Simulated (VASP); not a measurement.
# Al16CN16 (a cell with a defect) in VASP: electric field gradients with PBE

Aim: the electric field gradients of Al16CN16 (a cell with a defect) with PBE.

All numbers are computed with VASP 6.6.1; they aren't measurements. Logs are shortened: lines on timing, memory, paths and dates and some standing lists are left out, and cuts for length are marked.

## (1) The cell of the first run

The cell holds a defect, 33 atoms: a = 6.260 Å, b = 6.260 Å, c = 10.035 Å, α = 90.00°, β = 90.00°, γ = 120.00°.

## (2) Electric field gradients, PBE, collinear spin

Input file INCAR:

```
PREC = Accurate
ENCUT = 520
EDIFF = 1E-8
ISMEAR = 0
SIGMA = 0.01
LREAL = Auto
LASPH = T
NELM = 200
ALGO = Normal
ISIF = 2
LWAVE = F
LCHARG = F
ISPIN = 2
MAGMOM = 0.01 0 0 0 0 0 0 0 0 0.02 0 0 0 0 0 0 0.05 0.04 0 0 0 0.03 0 0 0.01 0 0 0.03 0.06 0.03 0 0 0.51
LORBIT = 11
NUPDOWN = 1.0
GGA = PE
LEFG = T
NELECT = 131.0
NBANDS = 92
GGA_COMPAT = F
ISYM = -1
```

Input file KPOINTS:

```
explicit points
1
Reciprocal
  0.25000000   0.25000000   0.25000000 1
```

Input file POSCAR:

```
Al16CN16
1.0
    6.2595139128      0.0000000578      0.0000000000
   -3.1297570064      5.4208980350      0.0000000000
    0.0000000000      0.0000000000     10.0348065929
Al N C
16 16 1
Direct
    0.3333333333      0.1666666667      0.2496176900
    0.1666666667      0.3333333333      0.4996176900
    0.3333333333      0.1666666667      0.7496176900
    0.1666666667      0.3333333333      0.9996176900
    0.3333333333      0.6666666667      0.2496176900
    0.1666666667      0.8333333333      0.4996176900
    0.3333333333      0.6666666667      0.7496176900
    0.1666666667      0.8333333333      0.9996176900
    0.8333333333      0.1666666667      0.2496176900
    0.6666666667      0.3333333333      0.4996176900
    0.8333333333      0.1666666667      0.7496176900
    0.6666666667      0.3333333333      0.9996176900
    0.8333333333      0.6666666667      0.2496176900
    0.6666666667      0.8333333333      0.4996176900
    0.8333333333      0.6666666667      0.7496176900
    0.6666666667      0.8333333333      0.9996176900
    0.3333333333      0.1666666667      0.4403823100
    0.1666666667      0.3333333333      0.1903823100
    0.3333333333      0.1666666667      0.9403823100
    0.1666666667      0.3333333333      0.6903823100
    0.3333333333      0.6666666667      0.4403823100
    0.1666666667      0.8333333333      0.1903823100
    0.3333333333      0.6666666667      0.9403823100
    0.1666666667      0.8333333333      0.6903823100
    0.8333333333      0.1666666667      0.4403823100
    0.6666666667      0.3333333333      0.1903823100
    0.8333333333      0.1666666667      0.9403823100
    0.6666666667      0.3333333333      0.6903823100
    0.8333333333      0.6666666667      0.4403823100
    0.6666666667      0.8333333333      0.1903823100
    0.8333333333      0.6666666667      0.9403823100
    0.6666666667      0.8333333333      0.6903823100
    0.0000000000      0.0000000000      0.3450000000
```

Potentials or basis: VASP PAW PBE potentials, release 64 (Al, N, C).

Launch:

```sh
$ cat potpaw_PBE.64/Al/POTCAR potpaw_PBE.64/N/POTCAR potpaw_PBE.64/C/POTCAR > POTCAR
$ mpirun -np 1 vasp_std > vasp.out
```

OUTCAR:

```text
PREC = Accurate
   ENCUT = 520
   EDIFF = 1E-8
   ISMEAR = 0
   LREAL = Auto
   LASPH = T
   NELM = 200
   ISIF = 2
   ISPIN = 2
   LORBIT = 11
   NUPDOWN = 1.0
   GGA = PE
   NELECT = 131.0
   ISYM = -1

 ion  position               nearest neighbor table
   1  0.333  0.167  0.250-  18 1.90  26 1.90  22 1.90  17 1.91  33 2.04   4 3.09   2 3.09  12 3.09
                            10 3.09   8 3.09   6 3.09   9 3.13   9 3.13   5 3.13   5 3.13  13 3.13
   2  0.167  0.333  0.500-  17 1.90  25 1.90  21 1.90  20 1.91  33 2.38   3 3.09   1 3.09  11 3.09
                             9 3.09   7 3.09   5 3.09  10 3.13  10 3.13   6 3.13   6 3.13  14 3.13
   3  0.333  0.167  0.750-  20 1.90  28 1.90  24 1.90  19 1.91   2 3.09   4 3.09  10 3.09  12 3.09
                             6 3.09   8 3.09  11 3.13  11 3.13   7 3.13   7 3.13  15 3.13  15 3.13
   4  0.167  0.333  1.000-  19 1.90  27 1.90  23 1.90  18 1.91   1 3.09   3 3.09   9 3.09  11 3.09
                             5 3.09   7 3.09  12 3.13  12 3.13   8 3.13   8 3.13  16 3.13  16 3.13
   5  0.333  0.667  0.250-  22 1.90  30 1.90  18 1.90  21 1.91   6 3.09   8 3.09  14 3.09  16 3.09
                             2 3.09   4 3.09  13 3.13  13 3.13   1 3.13   1 3.13   9 3.13   9 3.13
   6  0.167  0.833  0.500-  21 1.90  29 1.90  17 1.90  24 1.91  33 2.38   7 3.09   5 3.09  15 3.09
                            13 3.09   3 3.09   1 3.09  14 3.13  14 3.13   2 3.13   2 3.13  10 3.13
   7  0.333  0.667  0.750-  24 1.90  32 1.90  20 1.90  23 1.91   6 3.09   8 3.09  14 3.09  16 3.09
                             2 3.09   4 3.09  15 3.13  15 3.13   3 3.13   3 3.13  11 3.13  11 3.13
   8  0.167  0.833  1.000-  23 1.90  31 1.90  19 1.90  22 1.91   5 3.09   7 3.09  13 3.09  15 3.09
                             1 3.09   3 3.09  16 3.13  16 3.13   4 3.13   4 3.13  12 3.13  12 3.13
   9  0.833  0.167  0.250-  26 1.90  18 1.90  30 1.90  25 1.91  33 2.04  12 3.09  10 3.09   4 3.09
[... 16 lines left out ...]
  18  0.167  0.333  0.190-   1 1.90   9 1.90   5 1.90   4 1.91
  19  0.333  0.167  0.940-   4 1.90  12 1.90   8 1.90   3 1.91
  20  0.167  0.333  0.690-   3 1.90  11 1.90   7 1.90   2 1.91
  21  0.333  0.667  0.440-   6 1.90  14 1.90   2 1.90   5 1.91
  22  0.167  0.833  0.190-   5 1.90  13 1.90   1 1.90   8 1.91
[... 8 lines left out ...]
  31  0.833  0.667  0.940-  16 1.90   8 1.90  12 1.90  15 1.91
  32  0.667  0.833  0.690-  15 1.90   7 1.90  11 1.90  14 1.91
  33  0.000  0.000  0.345-   1 2.04  13 2.04   9 2.04  14 2.38   2 2.38   6 2.38

IMPORTANT INFORMATION: All symmetrisations will be switched off!
NOSYMM: (Re-)initialisation of all symmetry stuff for point group C_1.

----------------------------------------------------------------------------------------

                                     Primitive cell

  volume of cell :     340.5029

  direct lattice vectors                    reciprocal lattice vectors
     6.259513913  0.000000058  0.000000000     0.159756813  0.092235641  0.000000000
    -3.129757006  5.420898035  0.000000000    -0.000000002  0.184471279  0.000000000
     0.000000000  0.000000000 10.034806593     0.000000000  0.000000000  0.099653141

  length of vectors
     6.259513913  6.259513913 10.034806593     0.184471279  0.184471279  0.099653141

  position of ions in fractional coordinates (direct lattice)
     0.333333333  0.166666667  0.249617690
     0.166666667  0.333333333  0.499617690
     0.333333333  0.166666667  0.749617690
     0.166666667  0.333333333  0.999617690
     0.333333333  0.666666667  0.249617690
     0.166666667  0.833333333  0.499617690
[... 25 lines left out ...]
     0.666666667  0.833333333  0.690382310
     0.000000000  0.000000000  0.345000000

  ion indices of the primitive-cell ions
   primitive index   ion index
                 1           1
                 2           2
                 3           3
                 4           4
                 5           5
                 6           6
[... 25 lines left out ...]
                32          32
                33          33

----------------------------------------------------------------------------------------

 KPOINTS: explicit points

Read explicit list of k-points.

 Found      1 k-points:

 Following reciprocal coordinates:
            Coordinates               Weight
  0.250000  0.250000  0.250000      1.000000
   k-points           NKPTS =      1   k-points in BZ     NKDIM =      1   number of bands    NBANDS=     92
[... 49 lines left out ...]
 Gauss-broadening in eV      SIGMA  =   0.01
  energy-cutoff  :      520.00
  volume of cell :      340.50
 maximum number of plane-waves:      9148
 NGX is ok and might be reduce to    48
   NGX = 23   NGY = 23   NGZ = 37

 number of electron     130.9999982 magnetization       1.0000003

 Free energy of the ion-electron system (eV)
  ---------------------------------------------------
  ext. energy  EPLUGINS =         0.00000000
  ---------------------------------------------------
  free energy    TOTEN  =      -248.26190099 eV

  energy without entropy =     -248.26190099  energy(sigma->0) =     -248.26190099

 E-fermi :   6.1130     XC(G=0): -10.9372

 val. band max:        7.9551592025   @ k =   0.2500   0.2500   0.2500
 cond. band min:       8.2481244900   @ k =   0.2500   0.2500   0.2500
 fundamental gap:      0.2929652875
 Fermi energy:         8.0454874249

 spin component 1

 k-point     1 :       0.2500    0.2500    0.2500
  band No.  band energies     occupation
      1      -9.7715      1.00000
      2      -8.7018      1.00000
      3      -8.3554      1.00000
      4      -7.9054      1.00000
      5      -7.5163      1.00000
      6      -7.3868      1.00000
[... 69 lines left out ...]
     76      12.9849      0.00000
     77      13.0653      0.00000
 Fermi energy:         6.1130004426

 spin component 2

 k-point     1 :       0.2500    0.2500    0.2500
  band No.  band energies     occupation
      1      -9.5858      1.00000
      2      -8.6029      1.00000
      3      -8.3067      1.00000
      4      -7.8772      1.00000
      5      -7.4773      1.00000
      6      -7.3545      1.00000
[... 69 lines left out ...]
     76      12.9969      0.00000
     77      13.0809      0.00000
 [bands above 77 left out]

------------------------ aborting loop because EDIFF is reached ----------------------------------------

  FORCE on cell =-STRESS in cart. coord.  units (eV):
  Direction    XX          YY          ZZ          XY          YZ          ZX
  --------------------------------------------------------------------------------------
  -------------------------------------------------------------------------------------
  Total       -0.7191420     -8.1497419      3.9274457     -7.2051896     -1.4305093      2.8535690
  in kB       -3.3837975    -38.3471932     18.4799128    -33.9027668     -6.7310125     13.4269725
  external PRESSURE =      -7.7503593 kB  Pullay stress =       0.0000000 kB

 VOLUME and BASIS-vectors are now :
 -----------------------------------------------------------------------------
  energy-cutoff  :      520.00
  volume of cell :      340.50
      direct lattice vectors                 reciprocal lattice vectors
     6.259513913  0.000000058  0.000000000     0.159756813  0.092235641  0.000000000
    -3.129757006  5.420898035  0.000000000    -0.000000002  0.184471279  0.000000000
     0.000000000  0.000000000 10.034806593     0.000000000  0.000000000  0.099653141

 POSITION                                       TOTAL-FORCE (eV/Angst)
 -----------------------------------------------------------------------------------
      1.56488      0.90348      2.50487         0.350663      0.605054     -1.324164
     -0.00000      1.80697      5.01357         0.124195      1.251901      1.294105
      1.56488      0.90348      7.52227        -0.198232      0.000474      0.501267
     -0.00000      1.80697     10.03097         0.102751     -0.163898     -0.266137
     -0.00000      3.61393      2.50487        -0.014330     -0.005401     -0.128472
     -1.56488      4.51742      5.01357         1.344391     -0.803706      1.531619
[... 25 lines left out ...]
      1.56488      4.51742      6.92785         0.249100     -0.046753     -0.649193
      0.00000      0.00000      3.46201        -0.344764      0.236514      0.486001
 -----------------------------------------------------------------------------------
    total drift:                               -0.000091      0.000024      0.083090

  FREE ENERGIE OF THE ION-ELECTRON SYSTEM (eV)
  ---------------------------------------------------
  free  energy   TOTEN  =      -248.2619009897 eV

  energy  without entropy=     -248.2619009897  energy(sigma->0) =     -248.26190099

 Electric field gradients (V/A^2)
---------------------------------------------------------------------
 ion       V_xx      V_yy      V_zz      V_xy      V_xz      V_yz
---------------------------------------------------------------------
   1     -12.758     0.897    11.861    -2.598     8.466     2.060
   2       1.334     2.294    -3.628     5.191    -2.837     4.669
   3      -3.104     2.786     0.318     5.555     2.752    -1.904
   4      -6.053     0.106     5.947     5.288    -2.658     1.057
   5      -4.016     1.253     2.763     4.832     2.886    -1.869
   6      -1.925     5.051    -3.126     6.024     0.086    -0.051
[... 25 lines left out ...]
  32      -3.535     7.936    -4.401     8.465    -1.108    -1.284
  33       3.646   -30.781    27.135   -39.446    12.362    -0.658
---------------------------------------------------------------------

 Electric field gradients after diagonalization (V/A^2)
 (convention: |V_zz| > |V_xx| > |V_yy|)
----------------------------------------------------------------------
 ion       V_xx      V_yy      V_zz     asymmetry (V_yy - V_xx)/ V_zz
----------------------------------------------------------------------
   1      14.598     1.358   -15.956       0.830
   2       7.311     1.524    -8.834       0.655
   3       6.137     1.680    -7.817       0.570
   4       6.511     3.099    -9.609       0.355
   5       4.174     3.810    -7.983       0.046
   6      -5.403    -3.121     8.524       0.268
[... 25 lines left out ...]
  32      -8.065    -4.522    12.587       0.281
  33      39.252    17.821   -57.073       0.376
----------------------------------------------------------------------

           NMR quadrupolar parameters

 Cq : quadrupolar parameter    Cq=e*Q*V_zz/h
 eta: asymmetry parameters     (V_yy - V_xx)/ V_zz
 Q  : nuclear electric quadrupole moment in mb (millibarn)
----------------------------------------------------------------------
 ion       Cq(MHz)       eta       Q (mb)
----------------------------------------------------------------------
   1      -0.039       0.830       1.000
   2      -0.021       0.655       1.000
   3      -0.019       0.570       1.000
   4      -0.023       0.355       1.000
   5      -0.019       0.046       1.000
   6       0.021       0.268       1.000
[... 25 lines left out ...]
  32       0.030       0.281       1.000
  33      -0.138       0.376       1.000
----------------------------------------------------------------------

 total charge

# of ion       s       p       d       tot
------------------------------------------
    1        0.369   0.439   0.000   0.808
    2        0.369   0.425   0.000   0.795
    3        0.370   0.424   0.000   0.794
    4        0.371   0.423   0.000   0.794
    5        0.369   0.424   0.000   0.793
    6        0.368   0.427   0.000   0.794
[... 25 lines left out ...]
   32        1.228   2.601   0.000   3.830
   33        1.079   1.194   0.000   2.273
--------------------------------------------------
tot         26.776  49.455   0.000  76.231

 magnetization (x)

# of ion       s       p       d       tot
------------------------------------------
    1       -0.001   0.005   0.000   0.004
    2       -0.000  -0.001   0.000  -0.001
    3       -0.000   0.000   0.000   0.000
    4        0.000   0.001   0.000   0.002
    5       -0.000   0.001   0.000   0.000
    6       -0.000  -0.001   0.000  -0.001
[... 25 lines left out ...]
   32       -0.000   0.000   0.000   0.000
   33        0.016   0.372   0.000   0.388
--------------------------------------------------
tot          0.093   0.559   0.000   0.653
```

It took 4 min on 1 thread of Intel Xeon Platinum 8488C (Sapphire Rapids), shared host; peak memory 0.58 GiB.

Results:

```yaml
Free_energy: -248.2619 eV
Largest_force: 2.191 eV/Å
Net_moment: 1.00 μB per cell
Site_moments: Al +0.00, -0.00, +0.04 (each value once); N +0.05, +0.03, +0.00, -0.00, +0.01 (each value once); C +0.39 μB
Largest_electric_field_gradient_by_atom: Al -16.0, -8.8, -7.8, -9.6, -8.0, +8.5, -8.3, -10.7, -18.3, -12.3, -7.5, -15.5, -8.7 (each value once); N +51.4, +15.6, +12.7, +12.5, +16.4, -15.2, +10.8, +12.9, +49.0, +12.8, +13.0, +10.3, +49.6, +17.5, +12.6 (each value once); C -57.1 V/Å²
Valence_electrons_inside_the_program's_atomic_spheres: Al 0.81, 0.80, 0.79 (each value once); N 3.82, 3.83, 3.81 (each value once); C 2.27
```

Forces on the atoms (eV/Å):
```
Al   0.351  0.605 -1.324
Al   0.124  1.252  1.294
Al  -0.198  0.000  0.501
Al   0.103 -0.164 -0.266
Al  -0.014 -0.005 -0.128
Al   1.344 -0.804  1.532
Al  -0.131  0.086  0.256
Al  -0.011 -0.003 -0.406
Al  -1.070  0.631 -1.729
Al   0.065 -0.002  1.425
Al  -0.025  0.012  0.537
Al   0.128 -0.073 -0.208
Al  -0.365 -0.724 -1.356
Al  -0.954 -0.697  1.240
Al  -0.095  0.177  0.504
Al   0.210 -0.003 -0.281
N    0.507  0.121  0.560
N    0.055  0.837 -0.477
N   -0.149  0.103  0.000
N    0.192 -0.203 -0.655
N   -0.175  0.100 -0.265
N    0.738 -0.387 -0.070
N   -0.212  0.114  0.138
N    0.078 -0.051 -0.646
N    0.057 -0.013  0.004
N    0.204 -0.117  0.627
N   -0.197  0.114 -0.027
N    0.167 -0.114 -0.760
N    0.202 -0.580  0.584
N   -0.654 -0.493 -0.447
N   -0.178  0.090  0.006
N    0.249 -0.047 -0.649
C   -0.345  0.237  0.486
```

Electric field gradients, principal values (V/Å²):
```
 atom    least   middle  greatest (by size)
 1 Al    1.358   14.598             -15.956
 2 Al    1.524    7.311              -8.834
 3 Al    1.680    6.137              -7.817
 4 Al    3.099    6.511              -9.609
 5 Al    3.810    4.174              -7.983
 6 Al   -3.121   -5.403               8.524
 7 Al    2.865    5.419              -8.284
 8 Al    2.435    8.236             -10.671
 9 Al    6.353   11.975             -18.328
10 Al    4.158    8.102             -12.259
11 Al    1.853    5.599              -7.452
12 Al    3.399    6.209              -9.608
13 Al    1.124   14.381             -15.505
14 Al    1.171    7.531              -8.701
15 Al    1.652    6.143              -7.794
16 Al    2.861    6.762              -9.622
 17 N  -19.906  -31.499              51.406
 18 N   -5.118  -10.461              15.578
 19 N   -4.825   -7.917              12.742
 20 N   -4.173   -8.321              12.493
 21 N   -2.681  -13.734              16.415
 22 N    5.638    9.547             -15.185
 23 N   -0.757  -10.075              10.832
 24 N   -3.069   -9.808              12.877
 25 N  -14.640  -34.325              48.965
 26 N   -4.996   -7.846              12.842
 27 N   -4.807   -8.195              13.002
 28 N   -2.037   -8.290              10.327
 29 N  -19.685  -29.938              49.623
 30 N   -6.387  -11.066              17.453
 31 N   -4.816   -7.981              12.797
 32 N   -4.522   -8.065              12.587
 33 C   17.821   39.252             -57.073
```

Caveat: the cell carries a net charge on a neutralising background, which shifts energy and pressure; the cell is charged against a uniform background, so pressure and absolute levels hang on convention; without QUAD_EFG the Cq values of the log hold for a quadrupole moment of 1 mb, not for the nuclei; the total moment is fixed, so each spin has its own Fermi level and the state may be an excited one.
